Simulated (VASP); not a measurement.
# BaTe in VASP: further runs

Aim: see how the results for BaTe move with the level of theory and the settings. Levels: PBE, r2SCAN. Tasks: single point.

All numbers are computed with VASP 6.6.1; they aren't measurements. Logs are shortened: lines on timing, memory, paths and dates and some standing lists are left out, and cuts for length are marked.

### 1 The cell of the first run

Symmetry: R-3m, No. 166, trigonal system. Conventional cell: a = 4.996 Å, b = 4.996 Å, c = 12.471 Å, α = 90.00°, β = 90.00°, γ = 120.00°. Within 4.7 Å of Ba (site symmetry -3m) lie 6 Te at 3.56 Å. Within 4.7 Å of Te (site symmetry -3m) lie 6 Ba at 3.56 Å.

### 2 Single point, PBE (strain along [111] +1.9%)

INCAR

```
PREC = Accurate ; ENCUT = 520
EDIFF = 1E-6 ; ISMEAR = -1
SIGMA = 0.02 ; LREAL = F
LASPH = T ; NELM = 80
ALGO = Normal ; ISIF = 2
LWAVE = F ; LCHARG = F
GGA = PE ; NBANDS = 15
```

KPOINTS

```
Automatic mesh
0
Gamma
  6 6 6
```

POSCAR

```
BaTe
1.0
    0.0452145516      3.5776013957      3.5776013957
    3.5776013957      0.0452145516      3.5776013957
    3.5776013957      3.5776013957      0.0452145516
Ba Te
1 1
Direct
    0.0000000000      0.0000000000      0.0000000000
    0.5000000000      0.5000000000      0.5000000000
```

Potentials or basis: VASP PAW PBE potentials, release 64 (Ba_sv, Te).

Started as:

```sh
$ cat potpaw_PBE.64/Ba_sv/POTCAR potpaw_PBE.64/Te/POTCAR > POTCAR
$ mpirun -np 1 vasp_std > vasp.out
```

OUTCAR:

```text
PREC = Accurate
   ENCUT = 520
   EDIFF = 1E-6
   ISMEAR = -1
   LREAL = F
   LASPH = T
   NELM = 80
   ISIF = 2
   GGA = PE

 ion  position               nearest neighbor table
   1  0.000  0.000  0.000-   2 3.56   2 3.56   2 3.56   2 3.56   2 3.56   2 3.56
   2  0.500  0.500  0.500-   1 3.56   1 3.56   1 3.56   1 3.56   1 3.56   1 3.56

  LATTYP: Found a trigonal (rhomboedric) cell.
 ALAT       =     5.0596944422
 COS(alpha) =     0.5125972934

  Lattice vectors:

 A1 = (   0.0452145516,   3.5776013957,   3.5776013957)
 A2 = (   3.5776013957,   0.0452145516,   3.5776013957)
 A3 = (   3.5776013957,   3.5776013957,   0.0452145516)

Analysis of symmetry for initial positions (statically):
=====================================================================
 Subroutine PRICEL returns:
 Original cell was already a primitive cell.

 Routine SETGRP: Setting up the symmetry group for a
 trigonal (rhombohedral) supercell.

 Subroutine GETGRP returns: Found 12 space group operations
 (whereof 12 operations were pure point group operations)
 out of a pool of 12 trial point group operations.

The static configuration has the point symmetry D_3d.

Analysis of symmetry for dynamics (positions and initial velocities):
=====================================================================
 Subroutine PRICEL returns:
 Original cell was already a primitive cell.

 Routine SETGRP: Setting up the symmetry group for a
 trigonal (rhombohedral) supercell.

 Subroutine GETGRP returns: Found 12 space group operations
 (whereof 12 operations were pure point group operations)
 out of a pool of 12 trial point group operations.

The dynamic configuration has the point symmetry D_3d.

 Subroutine INISYM returns: Found 12 space group operations
 (whereof 12 operations are pure point group operations),
 and found     1 'primitive' translations

----------------------------------------------------------------------------------------

                                     Primitive cell

  volume of cell :      89.8451

  direct lattice vectors                    reciprocal lattice vectors
     0.045214552  3.577601396  3.577601396    -0.142436188  0.140658513  0.140658513
     3.577601396  0.045214552  3.577601396     0.140658513 -0.142436188  0.140658513
     3.577601396  3.577601396  0.045214552     0.140658513  0.140658513 -0.142436188

  length of vectors
     5.059694442  5.059694442  5.059694442     0.244658338  0.244658338  0.244658338

  position of ions in fractional coordinates (direct lattice)
     0.000000000  0.000000000  0.000000000
     0.500000000  0.500000000  0.500000000

  ion indices of the primitive-cell ions
   primitive index   ion index
                 1           1
                 2           2

----------------------------------------------------------------------------------------

 KPOINTS: Automatic mesh

Automatic generation of k-mesh.
 Grid dimensions read from file:
 generate k-points for:    6    6    6

 Generating k-lattice:

  Cartesian coordinates                     Fractional coordinates (reciprocal lattice)
    -0.023739365  0.023443086  0.023443086     0.166666667 -0.000000000 -0.000000000
     0.023443086 -0.023739365  0.023443086    -0.000000000  0.166666667 -0.000000000
     0.023443086  0.023443086 -0.023739365    -0.000000000 -0.000000000  0.166666667

  Length of vectors
     0.040776390  0.040776390  0.040776390

  Shift w.r.t. Gamma in fractional coordinates (k-lattice)
     0.000000000  0.000000000  0.000000000

 Subroutine IBZKPT returns following result:
 ===========================================

 Found     32 irreducible k-points:

 Following reciprocal coordinates:
            Coordinates               Weight
  0.000000  0.000000  0.000000      1.000000
  0.166667  0.000000  0.000000      6.000000
  0.333333  0.000000  0.000000      6.000000
  0.500000  0.000000  0.000000      3.000000
  0.166667  0.166667 -0.000000      6.000000
  0.333333  0.166667 -0.000000     12.000000
[... 16 lines left out ...]
  0.500000  0.500000  0.166667      6.000000
 -0.333333  0.500000  0.166667     12.000000
 [... further k-points ...]
   k-points           NKPTS =     32   k-points in BZ     NKDIM =     32   number of bands    NBANDS=     15
   number of dos      NEDOS =    301   number of ions     NIONS =      2
   total plane-waves  NPLWV =  64000
   dimension x,y,z NGX =    40 NGY =   40 NGZ =   40
   dimension x,y,z NGXF=    80 NGYF=   80 NGZF=   80
   ions per type =               1   1
   NGX,Y,Z   is equivalent  to a cutoff of  13.14, 13.14, 13.14 a.u.
   NGXF,Y,Z  is equivalent  to a cutoff of  26.29, 26.29, 26.29 a.u.
 SYSTEM =  unknown system
   PREC   = accura    normal or accurate (medium, high low for compatibility)
   ISTART =      0    job   : 0-new  1-cont  2-samecut
   ICHARG =      2    charge: 1-file 2-atom 10-const
   ISPIN  =      1    spin polarized calculation?
   LNONCOLLINEAR =      F non collinear calculations
   LSORBIT =      F    spin-orbit coupling
   LASPH  =      T    aspherical Exc in radial PAW
   ENCUT  =  520.0 eV  38.22 Ry    6.18 a.u.   9.41  9.41  9.41*2*pi/ulx,y,z
   NELM   =     80;   NELMIN=  2; NELMDL= -5     # of ELM steps
   EDIFF  = 0.1E-05   stopping-criterion for ELM
   LREAL  =      F    real-space projection
   EDIFFG = 0.1E-04   stopping-criterion for IOM
   NSW    =      0    number of steps for IOM
   IBRION =     -1    ionic relax: 0-MD 1-quasi-New 2-CG
   NFREE  =      0    steps in history (QN), initial steepest desc. (CG)
   ISIF   =      2    stress and relaxation
   ISYM   =      2    0-nonsym 1-usesym 2-fastsym
   POTIM  = 0.5000    time-step for ionic-motion
   TEBEG  =    0.0;   TEEND  =   0.0 temperature during run
   PSTRESS=    0.0 pullay stress
   NELECT =      16.0000    total number of electrons
   NUPDOWN=      -1.0000    fix difference up-down
   EMIN   =  10.00;   EMAX   =-10.00  energy-range for DOS
   EFERMI =   0.00;   METHOD = LEGACY
   ISMEAR =    -1;   SIGMA  =   0.02  broadening in eV -4-tet -1-fermi 0-gaus
   EFERMI_NEDOS =   21; number of points for ismear=-14 and -15
   IALGO  =     38    algorithm
   IMIX   =      4    mixing-type and parameters
     AMIX     =   0.40;   BMIX     =  1.00
     AMIX_MAG =   1.60;   BMIX_MAG =  1.00
  volume/ion in A,a.u.               =      44.92       303.15
  Fermi-wavevector in a.u.,A,eV,Ry     =   0.921050  1.740533 11.542284  0.848334
  Thomas-Fermi vector in A             =   2.046424
   LORBIT       =      0    0 simple, 1 ext, 2 COOP (PROOUT), +10 PAW based schemes
   GGA     = PE    functional components
   LHFCALC =     F    Hartree Fock is set to
   AEXX    =    0.0000 exact exchange contribution
   IVDW    =     0    specifies the selected vdW correction
   LEPSILON=     F    determine dielectric tensor
   LRPA    =     F    only Hartree local field effects (RPA)
 non-spin polarized calculation
  energy-cutoff  :      520.00
  volume of cell :       89.85
 maximum number of plane-waves:      2436
 NGX is ok and might be reduce to    40
   NGX = 19   NGY = 19   NGZ = 19

 number of electron      16.0000000 magnetization

 Free energy of the ion-electron system (eV)
  ---------------------------------------------------
  ext. energy  EPLUGINS =         0.00000000
  ---------------------------------------------------
  free energy    TOTEN  =        -8.62698436 eV

  energy without entropy =       -8.62698436  energy(sigma->0) =       -8.62698436

 E-fermi :   2.4804     XC(G=0):  -8.0608

 val. band max:        2.0131842537   @ k =   0.0000   0.0000   0.0000
 cond. band min:       3.6062482968   @ k =   0.5000   0.5000   0.0000
 fundamental gap:      1.5930640431
 Fermi energy:         2.4804130165

 k-point     1 :       0.0000    0.0000    0.0000
  band No.  band energies     occupation
      1     -25.1554      2.00000
      2     -10.2954      2.00000
      3     -10.2954      2.00000
      4     -10.2940      2.00000
      5      -7.4490      2.00000
      6       1.9509      2.00000
      7       2.0132      2.00000
      8       2.0132      2.00000
      9       4.6963      0.00000
     10       4.8901      0.00000
     11       4.9798      0.00000
     12       4.9798      0.00000
     13       5.5125      0.00000
     14       5.5125      0.00000
     15       8.9715      0.00000

 k-point     2 :       0.1667    0.0000    0.0000
  band No.  band energies     occupation
      1     -25.1528      2.00000
      2     -10.3884      2.00000
      3     -10.2988      2.00000
      4     -10.2963      2.00000
      5      -7.2909      2.00000
      6       1.2419      2.00000
      7       1.6084      2.00000
      8       1.6689      2.00000
      9       4.9440      0.00000
     10       5.2007      0.00000
     11       5.2967      0.00000
     12       5.8208      0.00000
     13       6.2201      0.00000
     14       6.2242      0.00000
     15       9.7595      0.00000

 k-point     3 :       0.3333    0.0000    0.0000
  band No.  band energies     occupation
      1     -25.1476      2.00000
      2     -10.5540      2.00000
      3     -10.3054      2.00000
      4     -10.3007      2.00000
      5      -6.9860      2.00000
      6       0.2672      2.00000
      7       1.1032      2.00000
      8       1.1710      2.00000
      9       5.3612      0.00000
     10       6.0113      0.00000
     11       6.1243      0.00000
     12       7.1533      0.00000
     13       7.7621      0.00000
     14       7.7644      0.00000
     15       9.8332      0.00000
[... 343 lines left out ...]
 k-point    23 :       0.5000    0.5000    0.1667
  band No.  band energies     occupation
      1     -25.1429      2.00000
      2     -10.4705      2.00000
      3     -10.3893      2.00000
      4     -10.3483      2.00000
      5      -7.1484      2.00000
      6       0.7321      2.00000
      7       1.1925      2.00000
      8       1.4583      2.00000
      9       4.1597      0.00000
     10       6.7769      0.00000
     11       6.9076      0.00000
     12       7.1415      0.00000
     13       7.3074      0.00000
     14       7.6550      0.00000
     15       9.5004      0.00000

 k-point    24 :      -0.3333    0.5000    0.1667
  band No.  band energies     occupation
      1     -25.1419      2.00000
      2     -10.4414      2.00000
      3     -10.4004      2.00000
      4     -10.3883      2.00000
      5      -7.1345      2.00000
      6       0.9531      2.00000
      7       0.9703      2.00000
      8       1.2663      2.00000
      9       4.5784      0.00000
     10       6.4567      0.00000
     11       6.5537      0.00000
     12       7.0884      0.00000
     13       7.5802      0.00000
     14       8.2342      0.00000
     15       9.8621      0.00000

 [... further k-points ...]

------------------------ aborting loop because EDIFF is reached ----------------------------------------

  FORCE on cell =-STRESS in cart. coord.  units (eV):
  Direction    XX          YY          ZZ          XY          YZ          ZX
  --------------------------------------------------------------------------------------
  -------------------------------------------------------------------------------------
  Total       -0.1375449     -0.1375449     -0.1375449     -0.0835915     -0.0835915     -0.0835915
  in kB       -2.4527924     -2.4527924     -2.4527924     -1.4906604     -1.4906604     -1.4906604
  external PRESSURE =      -2.4527924 kB  Pullay stress =       0.0000000 kB

 VOLUME and BASIS-vectors are now :
 -----------------------------------------------------------------------------
  energy-cutoff  :      520.00
  volume of cell :       89.85
      direct lattice vectors                 reciprocal lattice vectors
     0.045214552  3.577601396  3.577601396    -0.142436188  0.140658513  0.140658513
     3.577601396  0.045214552  3.577601396     0.140658513 -0.142436188  0.140658513
     3.577601396  3.577601396  0.045214552     0.140658513  0.140658513 -0.142436188

 POSITION                                       TOTAL-FORCE (eV/Angst)
 -----------------------------------------------------------------------------------
      0.00000      0.00000      0.00000         0.000000     -0.000000      0.000000
      3.60021      3.60021      3.60021        -0.000000      0.000000     -0.000000
 -----------------------------------------------------------------------------------
    total drift:                                0.000000     -0.000000     -0.000000

  FREE ENERGIE OF THE ION-ELECTRON SYSTEM (eV)
  ---------------------------------------------------
  free  energy   TOTEN  =        -8.6269843613 eV

  energy  without entropy=       -8.6269843613  energy(sigma->0) =       -8.62698436
```

Wall time 79 s (1 thread of Oxide Virtual Turin-like, shared host); peak memory 0.21 GiB.

What came out:

```yaml
Free_energy: -8.6270 eV
Pressure: -0.2 GPa
Band_gap_on_the_k_mesh: 1.59 eV (least direct gap 1.97 eV)
```

Stress tensor (GPa, compression positive):
```
-0.25 -0.15 -0.15
-0.15 -0.25 -0.15
-0.15 -0.15 -0.25
```

Levels at points of the mesh, in eV from the valence-band top:
```tsv
k point	band 4	band 5	band 6	band 7	band 8	band 9	band 10	band 11	band 12	band 13
(0.00, 0.00, 0.00)	-12.31	-9.46	-0.06	0.00	0.00	2.68	2.88	2.97	2.97	3.50
(0.50, 0.00, 0.00)	-12.32	-8.85	-2.13	-1.11	-1.04	4.10	4.56	4.78	4.84	6.74
(0.50, 0.50, 0.00)	-12.38	-9.27	-1.14	-0.43	-0.38	1.59	4.33	4.42	5.35	5.55
(0.50, 0.50, 0.50)	-12.32	-8.85	-2.15	-1.01	-1.01	4.13	4.59	4.72	4.72	6.86
```

Caveat: the cell differs from its parent crystal (strain along [111] +1.9%); spin-orbit coupling is left out, which moves the levels of the heavy elements.

### 3 Single point, r2SCAN (uniaxial z strain +1.4%)

POSCAR

```
BaTe
1.0
    0.0000000000      3.5323868441      3.5828999760
    3.5323868441      0.0000000000      3.5828999760
    3.5323868441      3.5323868441      0.0000000000
Ba Te
1 1
Direct
    0.0000000000      0.0000000000      0.0000000000
    0.5000000000      0.5000000000      0.5000000000
```

INCAR.step1

```
  PREC = Accurate
  ENCUT = 520
  ISMEAR = 0
  SIGMA = 0.01
  LREAL = False
  LASPH = True
  NELM = 60
  NBANDS = 15
  GGA = PE
  ALGO = Normal
  EDIFF = 1E-4
  LWAVE = True
  LCHARG = False
```

INCAR.step2

```
  PREC = Accurate
  ENCUT = 520
  EDIFF = 1E-6
  ISMEAR = 0
  SIGMA = 0.01
  LREAL = False
  LASPH = True
  NELM = 60
  ALGO = Normal
  ISIF = 2
  LWAVE = False
  LCHARG = True
  METAGGA = R2SCAN
  LMIXTAU = True
  LELF = True
  LVHAR = True
  NBANDS = 15
  ISTART = 1
```

KPOINTS is that of step 2.

Potentials or basis: VASP PAW PBE potentials, release 64 (Ba_sv, Te).

Started as:

```sh
$ cat potpaw_PBE.64/Ba_sv/POTCAR potpaw_PBE.64/Te/POTCAR > POTCAR
$ cp INCAR.step1 INCAR
$ mpirun -np 1 vasp_std > vasp.out
$ cp INCAR.step2 INCAR
$ mpirun -np 1 vasp_std > vasp.out
```

It took 5.9 min on 1 thread of Oxide Virtual Turin-like, shared host; peak memory 0.24 GiB.

It converged, with:

* Free energy: -56.0267 eV
* Pressure: -0.1 GPa
* Band gap on the k mesh: 1.95 eV (least direct gap 2.33 eV)

Stress tensor (GPa, compression positive):
```
 0.16  0.00  0.00
 0.00  0.16  0.00
 0.00  0.00 -0.70
```

Levels at points of the mesh, in eV from the valence-band top:
| k point | band 4 | band 5 | band 6 | band 7 | band 8 | band 9 | band 10 | band 11 | band 12 | band 13 |
| --- | --- | --- | --- | --- | --- | --- | --- | --- | --- | --- |
| (0.00, 0.00, 0.00) | -12.65 | -9.73 | -0.03 | 0.00 | 0.00 | 3.30 | 3.38 | 3.38 | 3.38 | 3.99 |
| (0.50, 0.00, 0.00) | -12.66 | -9.07 | -2.12 | -1.05 | -1.05 | 4.57 | 5.15 | 5.29 | 5.32 | 7.32 |
| (0.50, 0.50, 0.00) | -12.72 | -9.53 | -1.18 | -0.37 | -0.37 | 1.95 | 4.85 | 5.17 | 6.00 | 6.11 |
| (0.50, 0.00, 0.50) | -12.72 | -9.53 | -1.12 | -0.42 | -0.40 | 1.95 | 4.86 | 5.17 | 6.04 | 6.06 |

Caveat: the cell differs from its parent crystal (uniaxial z strain +1.4%); the PAW data sets were made with another functional, which shifts forces and pressure a little; spin-orbit coupling is left out, which moves the levels of the heavy elements. A k mesh can miss the band edges.
